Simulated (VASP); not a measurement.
# Al6O in VASP: notebook

The runs below take Al6O through single point, with PBE.

All numbers are computed with VASP 6.6.1; they aren't measurements. Logs are shortened: lines on timing, memory, paths and dates and some standing lists are left out, and cuts for length are marked.

**1. The cell of the first run**

The typed cell holds 7 atoms: a = 5.478 Å, b = 5.478 Å, c = 5.478 Å, α = 120.56°, β = 104.23°, γ = 104.23°.

The cell was generated, and may not be a known phase.

**2. Single point, PBE**

INCAR

```
PREC = Accurate
ENCUT = 520
EDIFF = 1E-7
ISMEAR = 0
SIGMA = 0.2
LREAL = F
LASPH = T
NELM = 100
ALGO = Normal
ISIF = 2
LWAVE = F
LCHARG = F
GGA = PE
NBANDS = 21
```

KPOINTS

```
regular mesh
0
Gamma
  4 4 4
```

POSCAR

```
Al6O
1.0
   -2.7156664763      3.3635753179      3.3638579718
    2.7156664763     -3.3635753179      3.3638579718
    2.7156664763      3.3635753179     -3.3638579718
Al O
6 1
Direct
    1.0000123120      0.2917639440      0.7082483680
   -0.0000123120      0.7082360560      0.2917516320
    0.5835155760      0.2917639440      0.2917516320
    0.4164844240      0.7082360560      0.7082483680
    0.5000000000      0.7499969365      0.2499969365
    0.5000000000      0.2500030635      0.7500030635
    0.0000000000      0.5000000000      0.5000000000
```

Potentials or basis: VASP PAW PBE potentials, release 64 (Al, O).

Run with:

```sh
> cat potpaw_PBE.64/Al/POTCAR potpaw_PBE.64/O/POTCAR > POTCAR
> mpirun -np 1 vasp_std > vasp.out
```

OUTCAR:

```text
PREC = Accurate
   ENCUT = 520
   EDIFF = 1E-7
   ISMEAR = 0
   LREAL = F
   LASPH = T
   NELM = 100
   ISIF = 2
   GGA = PE

 ion  position               nearest neighbor table
   1  0.000  0.292  0.708-   7 1.98   6 2.77   5 2.77   6 2.77   5 2.77   3 2.80   4 2.80   2 2.83
                             2 2.83
   2  1.000  0.708  0.292-   7 1.98   5 2.77   6 2.77   5 2.77   6 2.77   4 2.80   3 2.80   1 2.83
                             1 2.83
   3  0.584  0.292  0.292-   7 1.98   5 2.77   6 2.77   6 2.77   5 2.77   1 2.80   2 2.80   4 2.83
                             4 2.83
   4  0.416  0.708  0.708-   7 1.98   6 2.77   5 2.77   6 2.77   5 2.77   2 2.80   1 2.80   3 2.83
                             3 2.83
   5  0.500  0.750  0.250-   6 2.72   6 2.72   3 2.77   2 2.77   1 2.77   4 2.77   1 2.77   3 2.77
                             4 2.77   2 2.77
   6  0.500  0.250  0.750-   5 2.72   5 2.72   1 2.77   4 2.77   2 2.77   3 2.77   3 2.77   4 2.77
                             1 2.77   2 2.77
   7  0.000  0.500  0.500-   3 1.98   4 1.98   1 1.98   2 1.98

  LATTYP: Found a body centered orthorhombic cell.
 ALAT       =     5.4313329526
 B/A-ratio  =     1.2385818904
 C/A-ratio  =     1.2386859731

  Lattice vectors:

 A1 = (  -2.7156664763,   3.3635753179,   3.3638579718)
 A2 = (   2.7156664763,  -3.3635753179,   3.3638579718)
 A3 = (   2.7156664763,   3.3635753179,  -3.3638579718)

Analysis of symmetry for initial positions (statically):
=====================================================================
 Subroutine PRICEL returns:
 Original cell was already a primitive cell.

 Routine SETGRP: Setting up the symmetry group for a
 body centered orthorhombic supercell.

 Subroutine GETGRP returns: Found  8 space group operations
 (whereof  8 operations were pure point group operations)
 out of a pool of  8 trial point group operations.

The static configuration has the point symmetry D_2h.

Analysis of symmetry for dynamics (positions and initial velocities):
=====================================================================
 Subroutine PRICEL returns:
 Original cell was already a primitive cell.

 Routine SETGRP: Setting up the symmetry group for a
 body centered orthorhombic supercell.

 Subroutine GETGRP returns: Found  8 space group operations
 (whereof  8 operations were pure point group operations)
 out of a pool of  8 trial point group operations.

The dynamic configuration has the point symmetry D_2h.

 Subroutine INISYM returns: Found  8 space group operations
 (whereof  8 operations are pure point group operations),
 and found     1 'primitive' translations

----------------------------------------------------------------------------------------

                                     Primitive cell

  volume of cell :     122.9066

  direct lattice vectors                    reciprocal lattice vectors
    -2.715666476  3.363575318  3.363857972     0.000000000  0.148651346  0.148638856
     2.715666476 -3.363575318  3.363857972     0.184116866  0.000000000  0.148638856
     2.715666476  3.363575318 -3.363857972     0.184116866  0.148651346  0.000000000

  length of vectors
     5.477592882  5.477592882  5.477592882     0.210215918  0.236627407  0.236635253

  position of ions in fractional coordinates (direct lattice)
     0.000012312  0.291763944  0.708248368
     0.999987688  0.708236056  0.291751632
     0.583515576  0.291763944  0.291751632
     0.416484424  0.708236056  0.708248368
     0.500000000  0.749996936  0.249996936
     0.500000000  0.250003064  0.750003064
     0.000000000  0.500000000  0.500000000

  ion indices of the primitive-cell ions
   primitive index   ion index
                 1           1
                 2           2
                 3           3
                 4           4
                 5           5
                 6           6
                 7           7

----------------------------------------------------------------------------------------

 KPOINTS: regular mesh

Automatic generation of k-mesh.
 Grid dimensions read from file:
 generate k-points for:    4    4    4

 Generating k-lattice:

  Cartesian coordinates                     Fractional coordinates (reciprocal lattice)
     0.000000000  0.037162837  0.037159714     0.250000000  0.000000000  0.000000000
     0.046029216  0.000000000  0.037159714    -0.000000000  0.250000000  0.000000000
     0.046029216  0.037162837  0.000000000    -0.000000000  0.000000000  0.250000000

  Length of vectors
     0.052553980  0.059156852  0.059158813

  Shift w.r.t. Gamma in fractional coordinates (k-lattice)
     0.000000000  0.000000000  0.000000000

 Subroutine IBZKPT returns following result:
 ===========================================

 Found     18 irreducible k-points:

 Following reciprocal coordinates:
            Coordinates               Weight
  0.000000  0.000000  0.000000      1.000000
  0.250000  0.000000  0.000000      4.000000
  0.500000  0.000000  0.000000      2.000000
  0.000000  0.250000 -0.000000      4.000000
  0.250000  0.250000 -0.000000      8.000000
  0.500000  0.250000 -0.000000      8.000000
[... 10 lines left out ...]
 -0.250000 -0.250000  0.250000      2.000000
  0.500000  0.500000  0.500000      1.000000
   k-points           NKPTS =     18   k-points in BZ     NKDIM =     18   number of bands    NBANDS=     21
   number of dos      NEDOS =    301   number of ions     NIONS =      7
   total plane-waves  NPLWV =  74088
   dimension x,y,z NGX =    42 NGY =   42 NGZ =   42
   dimension x,y,z NGXF=    84 NGYF=   84 NGZF=   84
   ions per type =               6   1
   NGX,Y,Z   is equivalent  to a cutoff of  12.75, 12.75, 12.75 a.u.
   NGXF,Y,Z  is equivalent  to a cutoff of  25.49, 25.49, 25.49 a.u.
 SYSTEM =  unknown system
   PREC   = accura    normal or accurate (medium, high low for compatibility)
   ISTART =      0    job   : 0-new  1-cont  2-samecut
   ICHARG =      2    charge: 1-file 2-atom 10-const
   ISPIN  =      1    spin polarized calculation?
   LNONCOLLINEAR =      F non collinear calculations
   LSORBIT =      F    spin-orbit coupling
   LASPH  =      T    aspherical Exc in radial PAW
   ENCUT  =  520.0 eV  38.22 Ry    6.18 a.u.  10.18 10.18 10.18*2*pi/ulx,y,z
   NELM   =    100;   NELMIN=  2; NELMDL= -5     # of ELM steps
   EDIFF  = 0.1E-06   stopping-criterion for ELM
   LREAL  =      F    real-space projection
   EDIFFG = 0.1E-05   stopping-criterion for IOM
   NSW    =      0    number of steps for IOM
   IBRION =     -1    ionic relax: 0-MD 1-quasi-New 2-CG
   NFREE  =      0    steps in history (QN), initial steepest desc. (CG)
   ISIF   =      2    stress and relaxation
   ISYM   =      2    0-nonsym 1-usesym 2-fastsym
   POTIM  = 0.5000    time-step for ionic-motion
   TEBEG  =    0.0;   TEEND  =   0.0 temperature during run
   PSTRESS=    0.0 pullay stress
   NELECT =      24.0000    total number of electrons
   NUPDOWN=      -1.0000    fix difference up-down
   EMIN   =  10.00;   EMAX   =-10.00  energy-range for DOS
   EFERMI =   0.00;   METHOD = LEGACY
   ISMEAR =     0;   SIGMA  =   0.20  broadening in eV -4-tet -1-fermi 0-gaus
   EFERMI_NEDOS =   21; number of points for ismear=-14 and -15
   IALGO  =     38    algorithm
   IMIX   =      4    mixing-type and parameters
     AMIX     =   0.40;   BMIX     =  1.00
     AMIX_MAG =   1.60;   BMIX_MAG =  1.00
  volume/ion in A,a.u.               =      17.56       118.49
  Fermi-wavevector in a.u.,A,eV,Ry     =   0.949774  1.794812 12.273410  0.902070
  Thomas-Fermi vector in A             =   2.078088
   LORBIT       =      0    0 simple, 1 ext, 2 COOP (PROOUT), +10 PAW based schemes
   GGA     = PE    functional components
   LHFCALC =     F    Hartree Fock is set to
   AEXX    =    0.0000 exact exchange contribution
   IVDW    =     0    specifies the selected vdW correction
   LEPSILON=     F    determine dielectric tensor
   LRPA    =     F    only Hartree local field effects (RPA)
 non-spin polarized calculation
 Gauss-broadening in eV      SIGMA  =   0.20
  energy-cutoff  :      520.00
  volume of cell :      122.91
 maximum number of plane-waves:      3350
 NGX is ok and might be reduce to    42

 number of electron      24.0000000 magnetization

 Free energy of the ion-electron system (eV)
  ---------------------------------------------------
  ext. energy  EPLUGINS =         0.00000000
  ---------------------------------------------------
  free energy    TOTEN  =       -30.57384615 eV

  energy without entropy =      -30.54394436  energy(sigma->0) =      -30.55889525

 E-fermi :   6.3590     XC(G=0):  -9.4747

 val. band max:        6.2991687900   @ k =   0.2500  -0.2500   0.2500
 cond. band min:       6.3745009279   @ k =   0.5000  -0.2500   0.2500
 fundamental gap:      0.0753321378
 Fermi energy:         6.3589795846

 k-point     1 :       0.0000    0.0000    0.0000
  band No.  band energies     occupation
      1     -14.1419      2.00000
      2      -3.4433      2.00000
      3      -1.6099      2.00000
      4      -1.6098      2.00000
      5       1.1989      2.00000
      6       2.0689      2.00000
[... 13 lines left out ...]
     20      11.4107      0.00000
     21      13.6606      0.00000

 k-point     2 :       0.2500    0.0000    0.0000
  band No.  band energies     occupation
      1     -14.1367      2.00000
      2      -3.4882      2.00000
      3      -1.6072      2.00000
      4      -1.3197      2.00000
      5       1.0268      2.00000
      6       1.1077      2.00000
[... 13 lines left out ...]
     20      11.3975      0.00000
     21      11.4272      0.00000
[... 343 lines left out ...]
      5       0.6993      2.00000
      6       1.1140      2.00000
[... 13 lines left out ...]
     20      11.0445      0.00000
     21      11.6395      0.00000

 k-point    18 :       0.5000    0.5000    0.5000
  band No.  band energies     occupation
      1     -14.1239      2.00000
      2      -2.4314      2.00000
      3      -2.4311      2.00000
      4      -1.7955      2.00000
      5       0.2011      2.00000
      6       1.1525      2.00000
[... 13 lines left out ...]
     20      11.4056      0.00000
     21      11.5757      0.00000

------------------------ aborting loop because EDIFF is reached ----------------------------------------

  FORCE on cell =-STRESS in cart. coord.  units (eV):
  Direction    XX          YY          ZZ          XY          YZ          ZX
  --------------------------------------------------------------------------------------
  -------------------------------------------------------------------------------------
  Total       -0.0025253     -0.0289538     -0.0356526      0.0000000      0.0000000      0.0000000
  in kB       -0.0329188     -0.3774343     -0.4647577      0.0000000      0.0000000      0.0000000
  external PRESSURE =      -0.2917036 kB  Pullay stress =       0.0000000 kB

 VOLUME and BASIS-vectors are now :
 -----------------------------------------------------------------------------
  energy-cutoff  :      520.00
  volume of cell :      122.91
      direct lattice vectors                 reciprocal lattice vectors
    -2.715666476  3.363575318  3.363857972     0.000000000  0.148651346  0.148638856
     2.715666476 -3.363575318  3.363857972     0.184116866  0.000000000  0.148638856
     2.715666476  3.363575318 -3.363857972     0.184116866  0.148651346  0.000000000

 POSITION                                       TOTAL-FORCE (eV/Angst)
 -----------------------------------------------------------------------------------
      2.71567      1.40092     -1.40095         0.000000      0.004475     -0.004851
     -0.00000      1.96266      4.76481        -0.000000     -0.004475      0.004851
     -0.00000      1.96266      1.96290        -0.000000     -0.004475     -0.004851
      2.71567      1.40092      1.40095         0.000000      0.004475      0.004851
      1.35782     -0.00000      3.36386         0.000591     -0.000000     -0.000000
      1.35785      3.36358      0.00000        -0.000591     -0.000000      0.000000
      2.71567      0.00000      0.00000        -0.000000     -0.000000      0.000000
 -----------------------------------------------------------------------------------
    total drift:                                0.000000      0.000000     -0.000000

  FREE ENERGIE OF THE ION-ELECTRON SYSTEM (eV)
  ---------------------------------------------------
  free  energy   TOTEN  =       -30.5738461500 eV

  energy  without entropy=      -30.5439443572  energy(sigma->0) =      -30.55889525
```

Run time: 31 s. Hardware: 1 thread of Intel Xeon 6975P-C (Granite Rapids), shared host; peak memory 0.25 GiB.

What came out:

```yaml
Free_energy: -30.5738 eV
Pressure: 0.0 GPa
Largest_force: 0.007 eV/Å
Band_gap_on_the_k_mesh: zero (bands 12 and 13 overlap by 1.93 eV)
```

Forces in eV/Å, atoms in the order of the input:
```
Al   0.000  0.004 -0.005
Al   0.000 -0.004  0.005
Al   0.000 -0.004 -0.005
Al   0.000  0.004  0.005
Al   0.001  0.000  0.000
Al  -0.001  0.000  0.000
O    0.000  0.000  0.000
```

Levels at points of the mesh, in eV from the Fermi level:
```csv
k point,band 9,band 10,band 11,band 12,band 13,band 14,band 15,band 16
"(0.00, 0.00, 0.00)",-2.81,-2.64,-2.64,-2.56,-0.93,-0.93,-0.87,2.70
"(0.50, 0.00, 0.00)",-3.46,-2.11,-1.91,-1.89,1.38,1.51,1.64,1.96
"(0.00, 0.50, 0.00)",-3.65,-3.20,0.34,0.48,1.16,1.37,1.58,2.23
"(0.50, 0.50, 0.50)",-3.43,-1.45,-0.30,1.01,1.01,1.17,1.17,1.56
```

Caveat: the k points lie up to 0.37 Å⁻¹ apart, too coarse for converged energies and pressures of a metal.

**3. Single point, PBE**

INCAR

```
  PREC = Accurate
  ENCUT = 520
  EDIFF = 1E-7
  ISMEAR = 0
  SIGMA = 0.1
  LREAL = F
  LASPH = T
  NELM = 80
  ALGO = Normal
  ISIF = 2
  LWAVE = F
  LCHARG = F
  GGA = PE
  NBANDS = 21
```

KPOINTS

```
regular mesh
0
Gamma
  8 8 8
```

POSCAR

```
Al6O
1.0
   -3.3636641661      3.3636641661      2.7177292020
    3.3636641661     -3.3636641661      2.7177292020
    3.3636641661      3.3636641661     -2.7177292020
Al O
6 1
Direct
    0.2919575844      0.7080424156      0.0000000000
    0.7080424156      0.2919575844      0.0000000000
    0.2919575844      0.2919575844      0.5839151687
    0.7080424156      0.7080424156      0.4160848313
    0.7500000000      0.2500000000      0.5000000000
    0.2500000000      0.7500000000      0.5000000000
    0.5000000000      0.5000000000      0.0000000000
```

Potentials or basis: VASP PAW PBE potentials, release 64 (Al, O).

Run with:

```sh
> cat potpaw_PBE.64/Al/POTCAR potpaw_PBE.64/O/POTCAR > POTCAR
> mpirun -np 1 vasp_std > vasp.out
```

OUTCAR:

```text
PREC = Accurate
   ENCUT = 520
   EDIFF = 1E-7
   ISMEAR = 0
   LREAL = F
   LASPH = T
   NELM = 80
   ISIF = 2
   GGA = PE

 ion  position               nearest neighbor table
   1  0.292  0.708  0.000-   7 1.98   6 2.77   5 2.77   6 2.77   5 2.77   3 2.80   4 2.80   2 2.83
                             2 2.83
   2  0.708  0.292  0.000-   7 1.98   5 2.77   6 2.77   5 2.77   6 2.77   3 2.80   4 2.80   1 2.83
                             1 2.83
   3  0.292  0.292  0.584-   7 1.98   6 2.77   5 2.77   6 2.77   5 2.77   2 2.80   1 2.80   4 2.83
                             4 2.83
   4  0.708  0.708  0.416-   7 1.98   6 2.77   5 2.77   5 2.77   6 2.77   2 2.80   1 2.80   3 2.83
                             3 2.83
   5  0.750  0.250  0.500-   6 2.72   6 2.72   3 2.77   4 2.77   1 2.77   2 2.77   1 2.77   2 2.77
                             3 2.77   4 2.77
   6  0.250  0.750  0.500-   5 2.72   5 2.72   3 2.77   4 2.77   2 2.77   1 2.77   2 2.77   1 2.77
                             3 2.77   4 2.77
   7  0.500  0.500  0.000-   1 1.98   2 1.98   3 1.98   4 1.98

  LATTYP: Found a body centered tetragonal cell.
 ALAT       =     6.7273283322
 C/A-ratio  =     0.8079668682

  Lattice vectors:

 A1 = (  -3.3636641661,   3.3636641661,   2.7177292020)
 A2 = (   3.3636641661,  -3.3636641661,   2.7177292020)
[... 190 lines left out ...]
 cond. band min:       6.3796082272   @ k =  -0.1250  -0.2500   0.1250
 fundamental gap:      0.0236286809
 Fermi energy:         6.3697738213

 k-point     1 :       0.0000    0.0000    0.0000
  band No.  band energies     occupation
      1     -14.1799      2.00000
      2      -3.4242      2.00000
      3      -1.6323      2.00000
      4      -1.6323      2.00000
      5       1.1619      2.00000
      6       2.0828      2.00000
[... 565 lines left out ...]
     20      10.8092      0.00000
     21      11.2645      0.00000

 [... further k-points ...]
[... 5 lines left out ...]
  --------------------------------------------------------------------------------------
  -------------------------------------------------------------------------------------
  Total       -0.0702615     -0.0702615     -0.0357578      0.0000000      0.0000000      0.0000000
  in kB       -0.9152427     -0.9152427     -0.4657901      0.0000000      0.0000000      0.0000000
  external PRESSURE =      -0.7654252 kB  Pullay stress =       0.0000000 kB

 VOLUME and BASIS-vectors are now :
 -----------------------------------------------------------------------------
  energy-cutoff  :      520.00
  volume of cell :      123.00
      direct lattice vectors                 reciprocal lattice vectors
    -3.363664166  3.363664166  2.717729202     0.000000000  0.148647420  0.183977123
     3.363664166 -3.363664166  2.717729202     0.148647420  0.000000000  0.183977123
     3.363664166  3.363664166 -2.717729202     0.148647420  0.148647420  0.000000000

 POSITION                                       TOTAL-FORCE (eV/Angst)
 -----------------------------------------------------------------------------------
      1.39957     -1.39957      2.71773        -0.002819      0.002819      0.000000
     -1.39957      1.39957      2.71773         0.002819     -0.002819      0.000000
      1.96409      1.96409      0.00000         0.002819      0.002819      0.000000
      1.39957      1.39957      2.71773        -0.002819     -0.002819     -0.000000
     -0.00000      3.36366      1.35886         0.000000      0.000000     -0.000000
      3.36366     -0.00000      1.35886         0.000000      0.000000     -0.000000
      0.00000      0.00000      2.71773         0.000000     -0.000000     -0.000000
 -----------------------------------------------------------------------------------
    total drift:                               -0.000000      0.000000      0.000000

  FREE ENERGIE OF THE ION-ELECTRON SYSTEM (eV)
  ---------------------------------------------------
  free  energy   TOTEN  =       -30.3606721050 eV

  energy  without entropy=      -30.3471750328  energy(sigma->0) =      -30.35392357
```

stdout:

```text
POSCAR found type information on POSCAR AlO
 POSCAR found :  2 types and       7 ions
 scaLAPACK will be used
 LDA part: xc-table for (Slater+PW92), standard interpolation
 POSCAR, INCAR and KPOINTS ok, starting setup
 FFT: planning ... GRIDC
 FFT: planning ... GRID_SOFT
 FFT: planning ... GRID
 WAVECAR not read
 entering main loop
```

Wall time 70 s (1 thread of Intel Xeon 6975P-C (Granite Rapids), shared host); peak memory 0.33 GiB.

What came out:

| Property | Result |
| --- | --- |
| Free energy | -30.3607 eV |
| Pressure | -0.1 GPa |
| Largest force | 0.004 eV/Å |
| Band gap on the k mesh | zero (bands 12 and 13 overlap by 2.09 eV) |

Forces in eV/Å, atoms in the order of the input:
```
Al  -0.003  0.003  0.000
Al   0.003 -0.003  0.000
Al   0.003  0.003  0.000
Al  -0.003 -0.003  0.000
Al   0.000  0.000  0.000
Al   0.000  0.000  0.000
O    0.000  0.000  0.000
```

Levels at points of the mesh, in eV from the Fermi level:
```tsv
k point	band 9	band 10	band 11	band 12	band 13	band 14	band 15	band 16
(0.00, 0.00, 0.00)	-2.81	-2.64	-2.64	-2.56	-0.94	-0.94	-0.87	2.70
(0.50, 0.50, 0.00)	-3.45	-2.11	-1.92	-1.90	1.39	1.49	1.64	1.94
(0.50, 0.50, 0.50)	-3.46	-1.47	-0.30	1.00	1.00	1.18	1.18	1.55
```

The gap in the log of VASP goes by the Fermi energy; the results here count the filled bands.